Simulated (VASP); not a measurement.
# KBe5C2 (P6/mmm) in VASP: notebook

Runs on KBe5C2. Level: PBE. Tasks: single point, relaxation of cell and atoms.

Program: VASP 6.6.1. These are calculated values, not measurements. Logs are shortened: lines on timing, memory, paths and dates and some standing lists are left out, and cuts for length are marked.

## Step 1: The cell of the first run

Symmetry: P6/mmm, No. 191, hexagonal system. The conventional cell has a = 5.936 Å, b = 5.936 Å, c = 3.415 Å, α = 90.00°, β = 90.00°, γ = 120.00°. Within 4.5 Å of K (site symmetry 6/mmm) lie 2 K at 3.42 Å and 18 Be at 3.42 to 3.43 Å and 12 C at 3.83 Å. Within 2.3 Å of Be (site symmetry -6m2) lie 2 C at 1.71 Å. Within 2.3 Å of Be (site symmetry mmm) lie 2 C at 1.71 Å. C (site symmetry -6m2) has 5 Be at 1.71 Å within 2.3 Å.

The cell was generated, and may not be a known phase.

## Step 2: Single point, PBE

Input file INCAR:

```
ALGO     = Normal         # electronic algorithm
EDIFF    = 1E-6           # SCF threshold, eV
ENCUT    = 520            # plane-wave cutoff, eV
GGA      = PE             # functional
ISIF     = 2              # what is computed and relaxed
ISMEAR   = 0              # smearing method
LASPH    = True           # aspherical terms in the spheres
LCHARG   = True           # write CHGCAR
LELF     = True           # ELF
LREAL    = False          # projectors in reciprocal space
LVHAR    = True         
LWAVE    = False          # write WAVECAR
NBANDS   = 24             # bands
NELM     = 60             # most SCF steps
PREC     = Accurate       # precision mode
SIGMA    = 0.1            # smearing width, eV
```

Input file KPOINTS:

```
k-points
0
Gamma
  6 6 12
```

Input file POSCAR:

```
KBe5C2
1.0
    5.9358462373      0.0000000000      0.0000000000
   -2.9679231186      5.1405936344      0.0000000000
    0.0000000000      0.0000000000      3.4154168255
K Be C
1 5 2
Direct
    0.0000000000      0.0000000000      0.0000000000
    0.3333333333      0.6666666667      0.0000000000
    0.0000000000      0.5000000000      0.5000000000
    0.5000000000      0.5000000000      0.5000000000
    0.5000000000      0.0000000000      0.5000000000
    0.6666666667      0.3333333333      0.0000000000
    0.3333333333      0.6666666667      0.5000000000
    0.6666666667      0.3333333333      0.5000000000
```

Potentials or basis: VASP PAW PBE potentials, release 64 (K_sv, Be, C).

The run is started by

```
> cat potpaw_PBE.64/K_sv/POTCAR potpaw_PBE.64/Be/POTCAR potpaw_PBE.64/C/POTCAR > POTCAR
> mpirun -np 1 vasp_std > vasp.out
```

OUTCAR:

```text
EDIFF = 1E-6
   ENCUT = 520
   GGA = PE
   ISIF = 2
   ISMEAR = 0
   LASPH = True
   LREAL = False
   NELM = 60
   PREC = Accurate

 ion  position               nearest neighbor table
   1  0.000  0.000  0.000-
   2  0.333  0.667  0.000-   7 1.71   7 1.71
   3  0.000  0.500  0.500-   7 1.71   8 1.71
   4  0.500  0.500  0.500-   7 1.71   8 1.71
   5  0.500  0.000  0.500-   7 1.71   8 1.71
   6  0.667  0.333  0.000-   8 1.71   8 1.71
   7  0.333  0.667  0.500-   2 1.71   2 1.71   5 1.71   3 1.71   4 1.71
   8  0.667  0.333  0.500-   6 1.71   6 1.71   5 1.71   3 1.71   4 1.71

  LATTYP: Found a hexagonal cell.
 ALAT       =     5.9358462373
 C/A-ratio  =     0.5753883590

  Lattice vectors:

 A1 = (   5.9358462373,   0.0000000000,   0.0000000000)
 A2 = (  -2.9679231186,   5.1405936344,   0.0000000000)
 A3 = (   0.0000000000,   0.0000000000,   3.4154168255)

Analysis of symmetry for initial positions (statically):
=====================================================================
 Subroutine PRICEL returns:
 Original cell was already a primitive cell.

 Routine SETGRP: Setting up the symmetry group for a
 hexagonal supercell.

 Subroutine GETGRP returns: Found 24 space group operations
 (whereof 24 operations were pure point group operations)
 out of a pool of 24 trial point group operations.

The static configuration has the point symmetry D_6h.

Analysis of symmetry for dynamics (positions and initial velocities):
=====================================================================
 Subroutine PRICEL returns:
 Original cell was already a primitive cell.

 Routine SETGRP: Setting up the symmetry group for a
 hexagonal supercell.

 Subroutine GETGRP returns: Found 24 space group operations
 (whereof 24 operations were pure point group operations)
 out of a pool of 24 trial point group operations.

The dynamic configuration has the point symmetry D_6h.

 Subroutine INISYM returns: Found 24 space group operations
 (whereof 24 operations are pure point group operations),
 and found     1 'primitive' translations

----------------------------------------------------------------------------------------

                                     Primitive cell

  volume of cell :     104.2173

  direct lattice vectors                    reciprocal lattice vectors
     5.935846237  0.000000000  0.000000000     0.168467976  0.097265031  0.000000000
    -2.967923119  5.140593634  0.000000000     0.000000000  0.194530062  0.000000000
     0.000000000  0.000000000  3.415416825     0.000000000  0.000000000  0.292790032

  length of vectors
     5.935846237  5.935846237  3.415416825     0.194530062  0.194530062  0.292790032

  position of ions in fractional coordinates (direct lattice)
     0.000000000  0.000000000  0.000000000
     0.333333333  0.666666667  0.000000000
     0.000000000  0.500000000  0.500000000
     0.500000000  0.500000000  0.500000000
     0.500000000  0.000000000  0.500000000
     0.666666667  0.333333333  0.000000000
     0.333333333  0.666666667  0.500000000
     0.666666667  0.333333333  0.500000000

  ion indices of the primitive-cell ions
   primitive index   ion index
                 1           1
                 2           2
                 3           3
                 4           4
                 5           5
                 6           6
                 7           7
                 8           8

----------------------------------------------------------------------------------------

 KPOINTS: k-points

Automatic generation of k-mesh.
 Grid dimensions read from file:
 generate k-points for:    6    6   12

 Generating k-lattice:

  Cartesian coordinates                     Fractional coordinates (reciprocal lattice)
     0.028077996  0.016210839  0.000000000     0.166666667  0.000000000  0.000000000
     0.000000000  0.032421677  0.000000000     0.000000000  0.166666667  0.000000000
     0.000000000  0.000000000  0.024399169     0.000000000  0.000000000  0.083333333

  Length of vectors
     0.032421677  0.032421677  0.024399169

  Shift w.r.t. Gamma in fractional coordinates (k-lattice)
     0.000000000  0.000000000  0.000000000

 Subroutine IBZKPT returns following result:
 ===========================================

 Found     49 irreducible k-points:

 Following reciprocal coordinates:
            Coordinates               Weight
  0.000000  0.000000  0.000000      1.000000
  0.166667  0.000000  0.000000      6.000000
  0.333333  0.000000  0.000000      6.000000
  0.500000  0.000000  0.000000      3.000000
  0.166667  0.166667  0.000000      6.000000
  0.333333  0.166667  0.000000     12.000000
[... 16 lines left out ...]
  0.166667  0.000000  0.250000     12.000000
  0.333333  0.000000  0.250000     12.000000
 [... further k-points ...]
   k-points           NKPTS =     49   k-points in BZ     NKDIM =     49   number of bands    NBANDS=     24
   number of dos      NEDOS =    301   number of ions     NIONS =      8
   total plane-waves  NPLWV =  64512
   dimension x,y,z NGX =    48 NGY =   48 NGZ =   28
   dimension x,y,z NGXF=    96 NGYF=   96 NGZF=   56
   ions per type =               1   5   2
   NGX,Y,Z   is equivalent  to a cutoff of  13.44, 13.44, 13.63 a.u.
   NGXF,Y,Z  is equivalent  to a cutoff of  26.89, 26.89, 27.26 a.u.
 SYSTEM =  unknown system
   PREC   = accura    normal or accurate (medium, high low for compatibility)
   ISTART =      0    job   : 0-new  1-cont  2-samecut
   ICHARG =      2    charge: 1-file 2-atom 10-const
   ISPIN  =      1    spin polarized calculation?
   LNONCOLLINEAR =      F non collinear calculations
   LSORBIT =      F    spin-orbit coupling
   LASPH  =      T    aspherical Exc in radial PAW
   ENCUT  =  520.0 eV  38.22 Ry    6.18 a.u.  11.04 11.04  6.35*2*pi/ulx,y,z
   NELM   =     60;   NELMIN=  2; NELMDL= -5     # of ELM steps
   EDIFF  = 0.1E-05   stopping-criterion for ELM
   LREAL  =      F    real-space projection
[... 7 lines left out ...]
   TEBEG  =    0.0;   TEEND  =   0.0 temperature during run
   PSTRESS=    0.0 pullay stress
   NELECT =      27.0000    total number of electrons
   NUPDOWN=      -1.0000    fix difference up-down
   EMIN   =  10.00;   EMAX   =-10.00  energy-range for DOS
   EFERMI =   0.00;   METHOD = LEGACY
   ISMEAR =     0;   SIGMA  =   0.10  broadening in eV -4-tet -1-fermi 0-gaus
   EFERMI_NEDOS =   21; number of points for ismear=-14 and -15
   IALGO  =     38    algorithm
   IMIX   =      4    mixing-type and parameters
     AMIX     =   0.40;   BMIX     =  1.00
     AMIX_MAG =   1.60;   BMIX_MAG =  1.00
  volume/ion in A,a.u.               =      13.03        87.91
  Fermi-wavevector in a.u.,A,eV,Ry     =   1.043637  1.972188 14.819174  1.089179
  Thomas-Fermi vector in A             =   2.178355
   LORBIT       =      0    0 simple, 1 ext, 2 COOP (PROOUT), +10 PAW based schemes
   GGA     = PE    functional components
   LHFCALC =     F    Hartree Fock is set to
   AEXX    =    0.0000 exact exchange contribution
   IVDW    =     0    specifies the selected vdW correction
   LEPSILON=     F    determine dielectric tensor
   LRPA    =     F    only Hartree local field effects (RPA)
 non-spin polarized calculation
 Gauss-broadening in eV      SIGMA  =   0.10
  energy-cutoff  :      520.00
  volume of cell :      104.22
 maximum number of plane-waves:      2828
 NGX is ok and might be reduce to    48
   NGX = 23   NGY = 23   NGZ = 13

 number of electron      27.0000001 magnetization

 Free energy of the ion-electron system (eV)
  ---------------------------------------------------
  ext. energy  EPLUGINS =         0.00000000
  ---------------------------------------------------
  free energy    TOTEN  =       -35.82595489 eV

  energy without entropy =      -35.81633257  energy(sigma->0) =      -35.82114373

 E-fermi :   4.5246     XC(G=0):  -9.1109

 val. band max:        4.5165343004   @ k =   0.3333   0.0000   0.0833
 cond. band min:       4.5740031317   @ k =   0.1667   0.1667   0.0833
 fundamental gap:      0.0574688314
 Fermi energy:         4.5246018347

 k-point     1 :       0.0000    0.0000    0.0000
  band No.  band energies     occupation
      1     -27.6309      2.00000
      2     -11.1596      2.00000
      3     -11.1596      2.00000
      4     -10.9051      2.00000
      5      -8.9784      2.00000
      6      -8.3782      2.00000
[... 16 lines left out ...]
     23      10.6768      0.00000
     24      10.7961      0.00000

 k-point     2 :       0.1667    0.0000    0.0000
  band No.  band energies     occupation
      1     -27.6308      2.00000
      2     -11.1718      2.00000
      3     -11.1608      2.00000
      4     -10.9049      2.00000
      5      -8.9243      2.00000
      6      -8.4156      2.00000
[... 16 lines left out ...]
     23      10.2133      0.00000
     24      10.7426      0.00000

 k-point     3 :       0.3333    0.0000    0.0000
  band No.  band energies     occupation
      1     -27.6308      2.00000
      2     -11.1951      2.00000
      3     -11.1633      2.00000
      4     -10.9045      2.00000
      5      -8.7974      2.00000
      6      -8.5068      2.00000
[... 16 lines left out ...]
     23      10.3096      0.00000
     24      10.5204      0.00000
[... 514 lines left out ...]
 k-point    23 :       0.1667    0.0000    0.2500
  band No.  band energies     occupation
      1     -27.5970      2.00000
      2     -11.2445      2.00000
      3     -11.1168      2.00000
      4     -11.1104      2.00000
      5      -8.7022      2.00000
      6      -8.3403      2.00000
[... 16 lines left out ...]
     23      10.6571      0.00000
     24      10.7079      0.00000

 k-point    24 :       0.3333    0.0000    0.2500
  band No.  band energies     occupation
      1     -27.5969      2.00000
      2     -11.2407      2.00000
      3     -11.1316      2.00000
      4     -11.1124      2.00000
      5      -8.6238      2.00000
      6      -8.4050      2.00000
[... 16 lines left out ...]
     23      10.1895      0.00000
     24      10.3355      0.00000

 [... further k-points ...]

------------------------ aborting loop because EDIFF is reached ----------------------------------------

  FORCE on cell =-STRESS in cart. coord.  units (eV):
  Direction    XX          YY          ZZ          XY          YZ          ZX
  --------------------------------------------------------------------------------------
  -------------------------------------------------------------------------------------
  Total        0.0588646      0.0588646      0.0610554      0.0000000      0.0000000      0.0000000
  in kB        0.9049505      0.9049505      0.9386307      0.0000000      0.0000000      0.0000000
  external PRESSURE =       0.9161772 kB  Pullay stress =       0.0000000 kB

 VOLUME and BASIS-vectors are now :
 -----------------------------------------------------------------------------
  energy-cutoff  :      520.00
  volume of cell :      104.22
      direct lattice vectors                 reciprocal lattice vectors
     5.935846237  0.000000000  0.000000000     0.168467976  0.097265031  0.000000000
    -2.967923119  5.140593634  0.000000000     0.000000000  0.194530062  0.000000000
     0.000000000  0.000000000  3.415416825     0.000000000  0.000000000  0.292790032

 POSITION                                       TOTAL-FORCE (eV/Angst)
 -----------------------------------------------------------------------------------
      0.00000      0.00000      0.00000         0.000000      0.000000      0.000000
     -0.00000      3.42706      0.00000         0.000000      0.000000     -0.000000
     -1.48396      2.57030      1.70771         0.000000      0.000000      0.000000
      1.48396      2.57030      1.70771         0.000000      0.000000      0.000000
      2.96792      0.00000      1.70771         0.000000      0.000000      0.000000
      2.96792      1.71353      0.00000        -0.000000     -0.000000      0.000000
     -0.00000      3.42706      1.70771         0.000000      0.000000      0.000000
      2.96792      1.71353      1.70771        -0.000000     -0.000000      0.000000
 -----------------------------------------------------------------------------------
    total drift:                               -0.000000      0.000000     -0.000000

  FREE ENERGIE OF THE ION-ELECTRON SYSTEM (eV)
  ---------------------------------------------------
  free  energy   TOTEN  =       -35.8259548949 eV

  energy  without entropy=      -35.8163325728  energy(sigma->0) =      -35.82114373
```

Wall time 1.7 min (1 thread of Intel Xeon Platinum 8488C (Sapphire Rapids), shared host); peak memory 0.3 GiB.

What came out:

```yaml
Free_energy: -35.8260 eV
Pressure: 0.1 GPa
Band_gap_on_the_k_mesh: zero (an odd number of electrons rules out a gap without spin polarisation)
```

## Step 3: Relaxation of cell and atoms, PBE

This run uses another cell than the first one, of 12.67 Å³/atom.

Input file INCAR:

```
SYSTEM = KBe5C2
PREC = Accurate
ENCUT = 600
EDIFF = 1E-6
ISMEAR = 0
SIGMA = 0.1
LREAL = .False.
LASPH = .True.
NELM = 80
ALGO = Normal
ISIF = 3
LWAVE = .False.
LCHARG = .False.
GGA = PE
IBRION = 2
NSW = 100
EDIFFG = -0.01
```

Input file KPOINTS:

```
regular mesh
0
Gamma
  6 6 12
  0 0 0
```

Input file POSCAR:

```
KBe5C2
1.0
    5.7941466600      0.0000000000      0.0000000000
   -2.8970733300      5.0178782000      0.0000000000
    0.0000000000      0.0000000000      3.4868318000
K Be C
1 5 2
Direct
    0.0000000000      0.0000000000      0.0000000000
    0.3333333300      0.6666666700      0.0000000000
    0.0000000000      0.5000000000      0.5000000000
    0.5000000000      0.5000000000      0.5000000000
    0.5000000000      0.0000000000      0.5000000000
    0.6666666700      0.3333333300      0.0000000000
    0.3333333300      0.6666666700      0.5000000000
    0.6666666700      0.3333333300      0.5000000000
```

Potentials or basis: VASP PAW PBE potentials, release 64 (K_sv, Be, C).

The run is started by

```
> cat potpaw_PBE.64/K_sv/POTCAR potpaw_PBE.64/Be/POTCAR potpaw_PBE.64/C/POTCAR > POTCAR
> mpirun -np 1 vasp_std > vasp.out
```

Wall time 3.2 min (1 thread of Intel Xeon Platinum 8488C (Sapphire Rapids), shared host); peak memory 0.31 GiB.

Results (log left out):

```yaml
Free_energy: -35.8271 eV
Relaxed_volume: 13.02 Å³/atom
Relaxed_cell: a = 5.935 Å, b = 5.935 Å, c = 3.415 Å, α = 90.00°, β = 90.00°, γ = 120.00°
Space_group_after_relaxing_to_0.1_Å: P6/mmm (No. 191)
Energy_gained_by_relaxing: 12.6 meV/atom
Ionic_steps: 4
Pressure_after_relaxing: 0.1 GPa
Band_gap_on_the_k_mesh: zero (an odd number of electrons rules out a gap without spin polarisation)
```

The path:
| step | energy change (eV) | largest force (eV/Å) | pressure (GPa) | volume (Å³) |
| --- | --- | --- | --- | --- |
| 1 | 0.0000 | 0.0000 | 1.84 | 101.38 |
| 2 | -0.0940 | 0.0000 | 0.45 | 103.48 |
| 3 | -0.1005 | 0.0000 | 0.05 | 104.22 |
| 4 | -0.1005 | 0.0000 | 0.07 | 104.17 |

Final structure:
```
K Be C
1.0
     5.93462    0.00000    0.00000
    -2.96731    5.13953    0.00000
     0.00000    0.00000    3.41512
K Be C
1 5 2
Direct
  0.00000 0.00000 0.00000
  0.33333 0.66667 0.00000
  0.00000 0.50000 0.50000
  0.50000 0.50000 0.50000
  0.50000 0.00000 0.50000
  0.66667 0.33333 0.00000
  0.33333 0.66667 0.50000
  0.66667 0.33333 0.50000
```

Levels at points of the mesh, in eV from the Fermi level:
| k point | band 12 | band 13 | band 14 | band 15 | band 16 | band 17 |
| --- | --- | --- | --- | --- | --- | --- |
| (0.00, 0.00, 0.00) | -4.66 | -1.60 | 0.98 | 0.98 | 1.51 | 3.10 |
| (0.50, 0.00, 0.00) | -5.02 | -0.61 | 0.64 | 1.10 | 1.33 | 2.05 |
| (0.00, 0.00, 0.50) | -4.93 | -2.58 | -2.58 | 1.04 | 1.04 | 1.54 |
| (0.50, 0.00, 0.50) | -4.35 | -2.56 | -1.47 | 0.69 | 1.66 | 1.76 |

The gap in the log of VASP goes by the Fermi energy; the results here count the filled bands.